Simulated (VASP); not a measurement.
# ZrN: single point with BLYP

Crystal: ZrN.

```
Zr N
1.0
     0.00000    2.30000    2.30000
     2.30000    0.00000    2.30000
     2.30000    2.30000    0.00000
Zr N
1 1
Cartesian
  2.3000 2.3000 2.3000
  0.0000 0.0000 0.0000
```

| Quantity | Value |
| --- | --- |
| Program | VASP 6.6.1 |
| Task | single point |
| Functional | BLYP |
| Potentials or basis | VASP PAW PBE potentials, release 64 (Zr_sv, N) |
| Cutoff | 600 eV |
| k mesh | 7 × 7 × 7 |
| Occupations | fermi-dirac, width 0.3 eV |
| Spin | no spin polarisation |
| Dipole correction | no |
| Further INCAR settings | ALGO = Normal; EDIFF = 1e-06; NBANDS = 16 |

```yaml
Pressure: 8.8 GPa
```

Levels at points of the mesh, in eV from the Fermi level:
```
           k point  band 4  band 5  band 6  band 7  band 8  band 9  band 10  band 11  band 12  band 13
(0.00, 0.00, 0.00)  -27.36  -16.17   -2.70   -2.70   -2.70   -0.41    -0.41    -0.41     1.52     1.52
```

Run time: 26 s on 1 thread of AMD EPYC 9R14 (Zen 4), with other jobs on the host, peak memory 0.12 GiB.

Caveat: the PAW data sets were made with another functional, which shifts forces and pressure a little.
